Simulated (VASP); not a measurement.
# PbO2 (Fm-3m) in VASP: settings compared

The runs below take PbO2 through single point, with PBE, r2SCAN.

Everything below comes from runs of VASP 6.6.1. Logs are shortened: lines on timing, memory, paths and dates and some standing lists are left out, and cuts for length are marked.

## (1) The cell of the first run

The structure is cubic, space group Fm-3m (No. 225). The conventional cell has a = 5.316 Å, b = 5.316 Å, c = 5.316 Å, α = 90.00°, β = 90.00°, γ = 90.00°. Pb (site symmetry m-3m) has 8 O at 2.30 Å within 3.0 Å. Within 3.0 Å of O (site symmetry -43m) lie 4 Pb at 2.30 Å and 6 O at 2.66 Å.

## (2) Single point, PBE

File INCAR:

```
ALGO     = Normal         # electronic algorithm
EDIFF    = 1E-7           # SCF threshold, eV
ENCUT    = 520            # plane-wave cutoff, eV
GGA      = PE             # functional
ISIF     = 2              # what is computed and relaxed
ISMEAR   = -1             # smearing method
LASPH    = T              # aspherical terms in the spheres
LCHARG   = T              # write CHGCAR
LELF     = T              # ELF
LREAL    = F              # projectors in reciprocal space
LVHAR    = T            
LWAVE    = F              # write WAVECAR
NBANDS   = 20             # bands
NELM     = 80             # most SCF steps
PREC     = Accurate       # precision mode
SIGMA    = 0.02           # smearing width, eV
```

File KPOINTS:

```
k-points
0
Gamma
  8 8 8
```

File POSCAR:

```
PbO2
1.0
    0.0000000000      2.6581699560      2.6581699560
    2.6581699560      0.0000000000      2.6581699560
    2.6581699560      2.6581699560      0.0000000000
Pb O
1 2
Direct
    0.0000000000      0.0000000000      0.0000000000
    0.2500000000      0.2500000000      0.2500000000
    0.7500000000      0.7500000000      0.7500000000
```

Potentials or basis: VASP PAW PBE potentials, release 64 (Pb_d, O).

Launch:

```console
> cat potpaw_PBE.64/Pb_d/POTCAR potpaw_PBE.64/O/POTCAR > POTCAR
> mpirun -np 1 vasp_std > vasp.out
```

OUTCAR:

```text
EDIFF = 1E-7
   ENCUT = 520
   GGA = PE
   ISIF = 2
   ISMEAR = -1
   LASPH = T
   LREAL = F
   NELM = 80
   PREC = Accurate

 ion  position               nearest neighbor table
   1  0.000  0.000  0.000-   3 2.30   3 2.30   3 2.30   2 2.30   3 2.30   2 2.30   2 2.30   2 2.30

   2  0.250  0.250  0.250-   1 2.30   1 2.30   1 2.30   1 2.30
   3  0.750  0.750  0.750-   1 2.30   1 2.30   1 2.30   1 2.30

  LATTYP: Found a face centered cubic cell.
 ALAT       =     5.3163399120

  Lattice vectors:

 A1 = (   0.0000000000,   2.6581699560,   2.6581699560)
 A2 = (   2.6581699560,   0.0000000000,   2.6581699560)
 A3 = (   2.6581699560,   2.6581699560,   0.0000000000)

Analysis of symmetry for initial positions (statically):
=====================================================================
 Subroutine PRICEL returns:
 Original cell was already a primitive cell.

 Routine SETGRP: Setting up the symmetry group for a
 face centered cubic supercell.

 Subroutine GETGRP returns: Found 48 space group operations
 (whereof 48 operations were pure point group operations)
 out of a pool of 48 trial point group operations.

The static configuration has the point symmetry O_h .

Analysis of symmetry for dynamics (positions and initial velocities):
=====================================================================
 Subroutine PRICEL returns:
 Original cell was already a primitive cell.

 Routine SETGRP: Setting up the symmetry group for a
 face centered cubic supercell.

 Subroutine GETGRP returns: Found 48 space group operations
 (whereof 48 operations were pure point group operations)
 out of a pool of 48 trial point group operations.

The dynamic configuration has the point symmetry O_h .

 Subroutine INISYM returns: Found 48 space group operations
 (whereof 48 operations are pure point group operations),
 and found     1 'primitive' translations

----------------------------------------------------------------------------------------

                                     Primitive cell

  volume of cell :      37.5646

  direct lattice vectors                    reciprocal lattice vectors
     0.000000000  2.658169956  2.658169956    -0.188099335  0.188099335  0.188099335
     2.658169956  0.000000000  2.658169956     0.188099335 -0.188099335  0.188099335
     2.658169956  2.658169956  0.000000000     0.188099335  0.188099335 -0.188099335

  length of vectors
     3.759220003  3.759220003  3.759220003     0.325797604  0.325797604  0.325797604

  position of ions in fractional coordinates (direct lattice)
     0.000000000  0.000000000  0.000000000
     0.250000000  0.250000000  0.250000000
     0.750000000  0.750000000  0.750000000

  ion indices of the primitive-cell ions
   primitive index   ion index
                 1           1
                 2           2
                 3           3

----------------------------------------------------------------------------------------

 KPOINTS: k-points

Automatic generation of k-mesh.
 Grid dimensions read from file:
 generate k-points for:    8    8    8

 Generating k-lattice:

  Cartesian coordinates                     Fractional coordinates (reciprocal lattice)
    -0.023512417  0.023512417  0.023512417     0.125000000  0.000000000  0.000000000
     0.023512417 -0.023512417  0.023512417     0.000000000  0.125000000  0.000000000
     0.023512417  0.023512417 -0.023512417     0.000000000  0.000000000  0.125000000

  Length of vectors
     0.040724701  0.040724701  0.040724701

  Shift w.r.t. Gamma in fractional coordinates (k-lattice)
     0.000000000  0.000000000  0.000000000

 Subroutine IBZKPT returns following result:
 ===========================================

 Found     29 irreducible k-points:

 Following reciprocal coordinates:
            Coordinates               Weight
  0.000000  0.000000  0.000000      1.000000
  0.125000  0.000000  0.000000      8.000000
  0.250000  0.000000  0.000000      8.000000
  0.375000  0.000000  0.000000      8.000000
  0.500000  0.000000  0.000000      4.000000
  0.125000  0.125000  0.000000      6.000000
[... 16 lines left out ...]
  0.500000  0.250000  0.125000     48.000000
 -0.375000  0.250000  0.125000     24.000000
 [... further k-points ...]
   k-points           NKPTS =     29   k-points in BZ     NKDIM =     29   number of bands    NBANDS=     20
   number of dos      NEDOS =    301   number of ions     NIONS =      3
   total plane-waves  NPLWV =  21952
   dimension x,y,z NGX =    28 NGY =   28 NGZ =   28
   dimension x,y,z NGXF=    56 NGYF=   56 NGZF=   56
   ions per type =               1   2
   NGX,Y,Z   is equivalent  to a cutoff of  12.38, 12.38, 12.38 a.u.
   NGXF,Y,Z  is equivalent  to a cutoff of  24.77, 24.77, 24.77 a.u.
 SYSTEM =  unknown system
   PREC   = accura    normal or accurate (medium, high low for compatibility)
   ISTART =      0    job   : 0-new  1-cont  2-samecut
   ICHARG =      2    charge: 1-file 2-atom 10-const
   ISPIN  =      1    spin polarized calculation?
   LNONCOLLINEAR =      F non collinear calculations
   LSORBIT =      F    spin-orbit coupling
   LASPH  =      T    aspherical Exc in radial PAW
   ENCUT  =  520.0 eV  38.22 Ry    6.18 a.u.   6.99  6.99  6.99*2*pi/ulx,y,z
   NELM   =     80;   NELMIN=  2; NELMDL= -5     # of ELM steps
   EDIFF  = 0.1E-06   stopping-criterion for ELM
   LREAL  =      F    real-space projection
   EDIFFG = 0.1E-05   stopping-criterion for IOM
   NSW    =      0    number of steps for IOM
   IBRION =     -1    ionic relax: 0-MD 1-quasi-New 2-CG
   NFREE  =      0    steps in history (QN), initial steepest desc. (CG)
   ISIF   =      2    stress and relaxation
   ISYM   =      2    0-nonsym 1-usesym 2-fastsym
   POTIM  = 0.5000    time-step for ionic-motion
   TEBEG  =    0.0;   TEEND  =   0.0 temperature during run
   PSTRESS=    0.0 pullay stress
   NELECT =      26.0000    total number of electrons
   NUPDOWN=      -1.0000    fix difference up-down
   EMIN   =  10.00;   EMAX   =-10.00  energy-range for DOS
   EFERMI =   0.00;   METHOD = LEGACY
   ISMEAR =    -1;   SIGMA  =   0.02  broadening in eV -4-tet -1-fermi 0-gaus
   EFERMI_NEDOS =   21; number of points for ismear=-14 and -15
   IALGO  =     38    algorithm
   IMIX   =      4    mixing-type and parameters
     AMIX     =   0.40;   BMIX     =  1.00
     AMIX_MAG =   1.60;   BMIX_MAG =  1.00
  volume/ion in A,a.u.               =      12.52        84.50
  Fermi-wavevector in a.u.,A,eV,Ry     =   1.448127  2.736563 28.532379  2.097071
  Thomas-Fermi vector in A             =   2.566003
   LORBIT       =      0    0 simple, 1 ext, 2 COOP (PROOUT), +10 PAW based schemes
   GGA     = PE    functional components
   LHFCALC =     F    Hartree Fock is set to
   AEXX    =    0.0000 exact exchange contribution
   IVDW    =     0    specifies the selected vdW correction
   LEPSILON=     F    determine dielectric tensor
   LRPA    =     F    only Hartree local field effects (RPA)
 non-spin polarized calculation
  energy-cutoff  :      520.00
  volume of cell :       37.56
 maximum number of plane-waves:      1036
   NGX = 13   NGY = 13   NGZ = 13

 number of electron      26.0000018 magnetization

 Free energy of the ion-electron system (eV)
  ---------------------------------------------------
  ext. energy  EPLUGINS =         0.00000000
  ---------------------------------------------------
  free energy    TOTEN  =       -15.55693224 eV

  energy without entropy =      -15.55598198  energy(sigma->0) =      -15.55645711

 E-fermi :   6.2959     XC(G=0): -11.4118

 val. band max:        6.2355639080   @ k =  -0.3750   0.5000   0.1250
 cond. band min:       6.2976387479   @ k =  -0.2500   0.5000   0.2500
 fundamental gap:      0.0620748399
 Fermi energy:         6.2959316069

 k-point     1 :       0.0000    0.0000    0.0000
  band No.  band energies     occupation
      1     -12.6314      2.00000
      2      -9.5072      2.00000
      3      -9.4848      2.00000
      4      -9.4848      2.00000
      5      -9.4848      2.00000
      6      -9.1959      2.00000
[... 12 lines left out ...]
     19      22.1252      0.00000
     20      22.1252      0.00000

 k-point     2 :       0.1250    0.0000    0.0000
  band No.  band energies     occupation
      1     -12.4961      2.00000
      2     -10.2293      2.00000
      3      -9.4631      2.00000
      4      -9.4631      2.00000
      5      -9.1974      2.00000
      6      -9.1974      2.00000
[... 12 lines left out ...]
     19      22.0069      0.00000
     20      22.0069      0.00000

 k-point     3 :       0.2500    0.0000    0.0000
  band No.  band energies     occupation
      1     -12.1703      2.00000
      2     -10.7566      2.00000
      3      -9.4211      2.00000
      4      -9.4211      2.00000
      5      -9.1887      2.00000
      6      -9.1887      2.00000
[... 12 lines left out ...]
     19      21.8196      0.00000
     20      21.8196      0.00000

 k-point     4 :       0.3750    0.0000    0.0000
  band No.  band energies     occupation
      1     -11.9376      2.00000
      2     -10.8793      2.00000
      3      -9.3999      2.00000
      4      -9.3998      2.00000
      5      -9.1574      2.00000
      6      -9.1574      2.00000
[... 12 lines left out ...]
     19      21.7012      0.00000
     20      21.7012      0.00000

 k-point     5 :       0.5000    0.0000    0.0000
  band No.  band energies     occupation
      1     -11.9155      2.00000
      2     -10.7839      2.00000
      3      -9.3971      2.00000
      4      -9.3971      2.00000
      5      -9.1377      2.00000
      6      -9.1377      2.00000
[... 12 lines left out ...]
     19      21.6483      0.00000
     20      21.6483      0.00000

 k-point     6 :       0.1250    0.1250    0.0000
  band No.  band energies     occupation
      1     -12.4479      2.00000
      2     -10.3612      2.00000
      3      -9.4438      2.00000
      4      -9.4438      2.00000
      5      -9.2141      2.00000
      6      -9.1849      2.00000
[... 12 lines left out ...]
     19      21.8148      0.00000
     20      22.1678      0.00000

 k-point     7 :       0.2500    0.1250    0.0000
  band No.  band energies     occupation
      1     -12.1715      2.00000
      2     -10.8073      2.00000
      3      -9.3981      2.00000
      4      -9.3845      2.00000
      5      -9.2237      2.00000
      6      -9.1716      2.00000
[... 12 lines left out ...]
     19      22.1441      0.00000
     20      22.5905      0.00000
[... 277 lines left out ...]
 k-point    20 :      -0.3750    0.3750    0.0000
  band No.  band energies     occupation
      1     -11.6170      2.00000
      2     -11.2830      2.00000
      3      -9.3016      2.00000
      4      -9.2205      2.00000
      5      -9.1604      2.00000
      6      -8.6423      2.00000
[... 12 lines left out ...]
     19      22.7763      0.00000
     20      23.4770      0.00000

 k-point    21 :       0.5000    0.5000    0.0000
  band No.  band energies     occupation
      1     -11.7068      2.00000
      2     -11.0812      2.00000
      3      -9.3501      2.00000
      4      -9.1813      2.00000
      5      -9.1813      2.00000
      6      -9.1199      2.00000
[... 12 lines left out ...]
     19      22.5339      0.00000
     20      23.5297      0.00000

 k-point    22 :       0.3750    0.2500    0.1250
  band No.  band energies     occupation
      1     -11.8818      2.00000
      2     -11.1289      2.00000
      3      -9.3474      2.00000
      4      -9.2990      2.00000
      5      -9.2203      2.00000
      6      -9.1254      2.00000
[... 12 lines left out ...]
     19      22.0766      0.00000
     20      24.2022      0.00000

 k-point    23 :       0.5000    0.2500    0.1250
  band No.  band energies     occupation
      1     -11.6861      2.00000
      2     -11.2596      2.00000
      3      -9.3102      2.00000
      4      -9.2742      2.00000
      5      -9.1753      2.00000
      6      -8.9098      2.00000
[... 12 lines left out ...]
     19      22.0042      0.00000
     20      24.3287      0.00000

 k-point    24 :      -0.3750    0.2500    0.1250
  band No.  band energies     occupation
      1     -11.7026      2.00000
      2     -11.1950      2.00000
      3      -9.3048      2.00000
      4      -9.2676      2.00000
      5      -9.1547      2.00000
      6      -8.6902      2.00000
[... 12 lines left out ...]
     19      22.0056      0.00000
     20      24.5428      0.00000

 [... further k-points ...]

------------------------ aborting loop because EDIFF is reached ----------------------------------------

  FORCE on cell =-STRESS in cart. coord.  units (eV):
  Direction    XX          YY          ZZ          XY          YZ          ZX
  --------------------------------------------------------------------------------------
  -------------------------------------------------------------------------------------
  Total        1.8498440      1.8498440      1.8498440      0.0000000      0.0000000      0.0000000
  in kB       78.8982642     78.8982642     78.8982642      0.0000000      0.0000000      0.0000000
  external PRESSURE =      78.8982642 kB  Pullay stress =       0.0000000 kB

 VOLUME and BASIS-vectors are now :
 -----------------------------------------------------------------------------
  energy-cutoff  :      520.00
  volume of cell :       37.56
      direct lattice vectors                 reciprocal lattice vectors
     0.000000000  2.658169956  2.658169956    -0.188099335  0.188099335  0.188099335
     2.658169956  0.000000000  2.658169956     0.188099335 -0.188099335  0.188099335
     2.658169956  2.658169956  0.000000000     0.188099335  0.188099335 -0.188099335

 POSITION                                       TOTAL-FORCE (eV/Angst)
 -----------------------------------------------------------------------------------
      0.00000      0.00000      0.00000         0.000000     -0.000000      0.000000
      1.32908      1.32908      1.32908        -0.000000     -0.000000     -0.000000
      3.98725      3.98725      3.98725         0.000000      0.000000      0.000000
 -----------------------------------------------------------------------------------
    total drift:                                0.000000      0.000000      0.000000

  FREE ENERGIE OF THE ION-ELECTRON SYSTEM (eV)
  ---------------------------------------------------
  free  energy   TOTEN  =       -15.5569322353 eV

  energy  without entropy=      -15.5559819811  energy(sigma->0) =      -15.55645711
```

It took 14 s on 1 thread of Intel Xeon Platinum 8488C (Sapphire Rapids), shared host; peak memory 0.16 GiB.

Results:

| Item | Value |
| --- | --- |
| Free energy | -15.5569 eV |
| Pressure | 7.9 GPa |
| Band gap on the k mesh | zero (band 13 reaches 6.30 eV, above the bottom of band 14 at 4.98 eV) |

Levels at points of the mesh, in eV from the Fermi level:
```
           k point  band 11  band 12  band 13  band 14  band 15  band 16
(0.00, 0.00, 0.00)    -2.07    -1.32    -1.32    -1.32     7.11     7.11
(0.50, 0.00, 0.00)    -2.98    -1.50    -1.50     2.86     7.32     9.86
(0.50, 0.50, 0.00)    -0.31    -0.16    -0.16     1.88     6.50     9.53
```

Caveat: spin-orbit coupling is left out, which moves the levels of the heavy elements.

## (3) Single point, PBE

This run uses another cell than the first one, of 13.19 Å³/atom, 1.054 times its volume.

File INCAR:

```
SYSTEM = PbO2
PREC = Accurate
ENCUT = 520
EDIFF = 1E-6
ISMEAR = -1
SIGMA = 0.02
LREAL = .FALSE.
LASPH = .TRUE.
NELM = 60
ALGO = Normal
ISIF = 2
LWAVE = .FALSE.
LCHARG = .FALSE.
GGA = PE
NBANDS = 20
```

File KPOINTS:

```
regular mesh
0
G
  8 8 8
  0 0 0
```

File POSCAR:

```
PbO2
1.0
    0.0000000000      2.7049854345      2.7049854345
    2.7049854345      0.0000000000      2.7049854345
    2.7049854345      2.7049854345      0.0000000000
Pb O
1 2
Direct
    0.0000000000      0.0000000000      0.0000000000
    0.2500000000      0.2500000000      0.2500000000
    0.7500000000      0.7500000000      0.7500000000
```

Potentials or basis: VASP PAW PBE potentials, release 64 (Pb_d, O).

Launch:

```console
> cat potpaw_PBE.64/Pb_d/POTCAR potpaw_PBE.64/O/POTCAR > POTCAR
> mpirun -np 1 vasp_std > vasp.out
```

Run time: 12 s. Hardware: 1 thread of Intel Xeon Platinum 8488C (Sapphire Rapids), shared host; peak memory 0.16 GiB.

Results (log left out):

| Property | Result |
| --- | --- |
| Free energy | -15.6090 eV |
| Pressure | 0.2 GPa |
| Band gap on the k mesh | zero (band 13 reaches 5.60 eV, above the bottom of band 14 at 4.39 eV) |

Levels at points of the mesh, in eV from the Fermi level:
```csv
k point,band 10,band 11,band 12,band 13,band 14,band 15,band 16,band 17
"(0.00, 0.00, 0.00)",-1.92,-1.92,-1.15,-1.15,-1.15,7.03,7.03,7.03
"(0.50, 0.00, 0.00)",-2.70,-2.70,-1.36,-1.36,2.59,7.17,9.52,9.52
"(0.50, 0.50, 0.00)",-4.39,-0.19,-0.09,-0.09,1.70,6.22,9.49,10.82
```

Caveat: spin-orbit coupling is left out, which moves the levels of the heavy elements.

## (4) Single point, r2SCAN

File POSCAR:

```
PbO2
1.0
    0.0000000000      2.6581699560      2.6581699560
    2.6581699560      0.0000000000      2.6581699560
    2.6581699560      2.6581699560      0.0000000000
Pb O
1 2
Direct
    0.0000000000      0.0000000000      0.0000000000
    0.2500000000      0.2500000000      0.2500000000
    0.7500000000      0.7500000000      0.7500000000
```

File INCAR.step1:

```
PREC = Accurate
ENCUT = 520
ISMEAR = -1
SIGMA = 0.02
LREAL = F
LASPH = T
NELM = 80
NBANDS = 20
GGA = PE
ALGO = Normal
EDIFF = 1E-4
LWAVE = T
LCHARG = F
```

File INCAR.step2:

```
PREC = Accurate
ENCUT = 520
EDIFF = 1E-7
ISMEAR = -1
SIGMA = 0.02
LREAL = F
LASPH = T
NELM = 80
ALGO = Normal
ISIF = 2
LWAVE = F
LCHARG = T
METAGGA = R2SCAN
LMIXTAU = T
LELF = T
LVHAR = T
NBANDS = 20
ISTART = 1
```

File KPOINTS:

```
regular mesh
0
Gamma
  8 8 8
```

Launch:

```console
> cat potpaw_PBE.64/Pb_d/POTCAR potpaw_PBE.64/O/POTCAR > POTCAR
> cp INCAR.step1 INCAR
> mpirun -np 1 vasp_std > vasp.out
> cp INCAR.step2 INCAR
> mpirun -np 1 vasp_std > vasp.out
```

Run time: 58 s. Hardware: 1 thread of Intel Xeon Platinum 8488C (Sapphire Rapids), shared host; peak memory 0.17 GiB.

Results (log left out):

```
Free energy            : -70.7771 eV
Pressure               : 1.1 GPa
Band gap on the k mesh : zero (band 13 reaches 5.95 eV, above the bottom of band 14 at 4.60 eV)
```

Levels at points of the mesh, in eV from the Fermi level:
| k point | band 10 | band 11 | band 12 | band 13 | band 14 | band 15 | band 16 | band 17 |
| --- | --- | --- | --- | --- | --- | --- | --- | --- |
| (0.00, 0.00, 0.00) | -2.17 | -2.13 | -1.39 | -1.39 | -1.39 | 7.72 | 7.72 | 7.72 |
| (0.50, 0.00, 0.00) | -3.06 | -3.06 | -1.58 | -1.58 | 3.14 | 7.76 | 10.62 | 10.62 |
| (0.50, 0.50, 0.00) | -4.89 | -0.35 | -0.21 | -0.21 | 2.14 | 7.15 | 9.84 | 12.12 |

Caveat: the PAW data sets were made with another functional, which shifts forces and pressure a little; spin-orbit coupling is left out, which moves the levels of the heavy elements.

## (5) The runs side by side

```tsv
level	cell	gap on the mesh (eV)	pressure (GPa)
PBE	a = 3.759 Å, angles 60.0°, 3 atoms	none	7.9
PBE	a = 3.825 Å, angles 60.0°, 3 atoms	none	0.2
r2SCAN	a = 3.759 Å, angles 60.0°, 3 atoms	none	1.1
```

Alike in all rows: task single point; potentials or basis VASP PAW PBE potentials, release 64 (Pb_d, O); no spin polarisation; k mesh 8 × 8 × 8; cutoff (eV) 520; smearing fermi-dirac 0.02 eV.

Caveats: spin-orbit coupling is left out, which moves the levels of the heavy elements; the PAW data sets were made with another functional, which shifts forces and pressure a little (some runs).

Absolute energies hang on the potentials; compare differences alone.
